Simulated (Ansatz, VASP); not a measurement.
Two plane-wave programs on HRh6

Contents of INCAR:

```
PREC = Accurate
ENCUT = 520
EDIFF = 1E-6
ISMEAR = 0
SIGMA = 0.1
LREAL = False
LASPH = True
NELM = 100
ALGO = Fast
ISIF = 2
LWAVE = False
LCHARG = False
LDIPOL = True
IDIPOL = 3
DIPOL = 0.5 0.5 0.294
GGA = PE
NBANDS = 104
```

The input KPOINTS:

```
regular mesh
0
Gamma
  6 6 1
```

The input POSCAR:

```
HRh6
1.0
    5.4165863251      0.0000000000      0.0000000000
   -2.7082931626      4.6909013593      0.0000000000
    0.0000000000      0.0000000000     22.2966119230
Rh H
12 2
Direct
    0.3333333333      0.1666666667      0.1793994538
    0.3333333333      0.6666666667      0.1793994538
    0.8333333333      0.1666666667      0.1793994538
    0.8333333333      0.6666666667      0.1793994538
    0.1666666667      0.3333333333      0.2757769167
    0.1666666667      0.8333333333      0.2757769167
    0.6666666667      0.3333333333      0.2757769167
    0.6666666667      0.8333333333      0.2757769167
    0.0000000000      0.0000000000      0.3721019118
    0.0000000000      0.5000000000      0.3721019118
    0.5000000000      0.0000000000      0.3721019118
    0.5000000000      0.5000000000      0.3721019118
    0.1870590048      0.3741180096      0.4066363066
    0.3129409952      0.6258819904      0.4066363066
```

Input for Ansatz:

```yaml
crystal:
  lattice:
    - [5.4165863251, 0.0, 0.0]
    - [-2.7082931626, 4.6909013593, 0.0]
    - [0.0, 0.0, 22.296611923]
  atoms:
    - { symbol: Rh, position: [0.3333333333, 0.1666666667, 0.1793994538] }
    - { symbol: Rh, position: [0.3333333333, 0.6666666667, 0.1793994538] }
    - { symbol: Rh, position: [0.8333333333, 0.1666666667, 0.1793994538] }
    - { symbol: Rh, position: [0.8333333333, 0.6666666667, 0.1793994538] }
    - { symbol: Rh, position: [0.1666666667, 0.3333333333, 0.2757769167] }
    - { symbol: Rh, position: [0.1666666667, 0.8333333333, 0.2757769167] }
    - { symbol: Rh, position: [0.6666666667, 0.3333333333, 0.2757769167] }
    - { symbol: Rh, position: [0.6666666667, 0.8333333333, 0.2757769167] }
    - { symbol: Rh, position: [0.0, 0.0, 0.3721019118] }
    - { symbol: Rh, position: [0.0, 0.5, 0.3721019118] }
    - { symbol: Rh, position: [0.5, 0.0, 0.3721019118] }
    - { symbol: Rh, position: [0.5, 0.5, 0.3721019118] }
    - { symbol: H, position: [0.1870590048, 0.3741180096, 0.4066363066] }
    - { symbol: H, position: [0.3129409952, 0.6258819904, 0.4066363066] }
basis:
  ecutwfc: 420
kpoints:
  mp_grid: { grid: [6, 6, 1] }
hamiltonian:
  xc: pbe
  pseudopotentials: { kind: paw, azcp: { folder: soft_1 } }
scf:
  occupations: { method: gaussian, width: 0.1 }
output:
  forces: true
  eigenvalues: true
  write_density: true
  write_potential: true
  elf: true
  volumetric_format: npy
efield:
  axis: 3
  dipole_correction: true
  ramp_width: 0.04
```

Alike in both runs: task single point; functional PBE; k mesh 6 × 6 × 1; occupations gaussian, width 0.1 eV; no spin polarisation.

```csv
,VASP,Ansatz
version,VASP 6.6.1,Ansatz 0.2.0
potentials or method,"VASP PAW PBE potentials, release 64 (Rh_pv, H), cutoff 520 eV","scalar-relativistic, plane waves, PAW"
valence electrons in the cell,182,206
```

|  | VASP | Ansatz | Ansatz less VASP |
| --- | --- | --- | --- |
| gap on the k mesh at the Fermi level (eV) | none | none | - |
| rms of the force components (eV/Å) | 0.730 | 0.720 | -0.0099 |

Atom by atom the forces differ by 0.011 eV/Å (rms over components). A gap of «none» marks a metal or a gap that the smearing closes. VASP's potentials hold 182 valence electrons a cell and Ansatz's 206, so a difference there can come from the potentials and not from the codes. Ansatz's warnings: xc potential rough in thin density.
